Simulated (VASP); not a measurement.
Set up this calculation in VASP 6.6.1, as the native input.

| Item | Value |
| --- | --- |
| Task | single point |
| Functional | PBE |
| Potentials or basis | VASP PAW PBE potentials, release 64 (Be, Zn, Se) |
| Cutoff | 520 eV |
| k mesh | 6 × 6 × 2 |
| Occupations | gaussian, width 0.02 eV |
| Spin | no spin polarisation |
| Dipole correction | no |
| Further INCAR settings | ALGO = Normal; EDIFF = 1e-06; NBANDS = 31 |

The structure of Be3ZnSe4 lies in POSCAR:

```
Be3ZnSe4
1.0
    3.5807610424      0.0000000276      0.0000000000
   -1.7903805451      3.1010300138      0.0000000000
    0.0000000000      0.0000000000     11.9615890457
Be Zn Se
3 1 4
Direct
    0.6666666667      0.3333333333      0.0130055034
    0.6666666667      0.3333333333      0.4915038549
    0.0000000000      0.0000000000      0.2528837651
    0.0000000000      0.0000000000      0.7591909811
    0.6666666667      0.3333333333      0.1939277502
    0.6666666667      0.3333333333      0.6706371685
    0.0000000000      0.0000000000      0.4335187609
    0.0000000000      0.0000000000      0.9553322158
```

This cell differs from its parent crystal: volume scaled by 0.88, then relaxed in part.

The input as run:

INCAR

```
ALGO     = Normal         # electronic algorithm
EDIFF    = 1E-6           # SCF threshold, eV
ENCUT    = 520            # plane-wave cutoff, eV
GGA      = PE             # functional
ISIF     = 2              # what is computed and relaxed
ISMEAR   = 0              # smearing method
LASPH    = T              # aspherical terms in the spheres
LCHARG   = T              # write CHGCAR
LELF     = T              # ELF
LREAL    = F              # projectors in reciprocal space
LVHAR    = T            
LWAVE    = F              # write WAVECAR
NBANDS   = 31             # bands
NELM     = 100            # most SCF steps
PREC     = Accurate       # precision mode
SIGMA    = 0.02           # smearing width, eV
```

KPOINTS

```
k-points
0
Gamma
  6 6 2
```

Potentials or basis: VASP PAW PBE potentials, release 64 (Be, Zn, Se).

Command:

```sh
$ cat potpaw_PBE.64/Be/POTCAR potpaw_PBE.64/Zn/POTCAR potpaw_PBE.64/Se/POTCAR > POTCAR
$ mpirun -np 1 vasp_std > vasp.out
```

Results of the run:

The pressure is 11.6 GPa and the largest force is 0.018 eV/Å. The band gap on the k mesh is 2.34 eV, indirect (least direct gap 3.02 eV).

Run time: 38 s on 1 thread of Intel(R) Xeon(R) 6975P-C (Granite Rapids), on a shared host, peak memory 0.28 GiB.
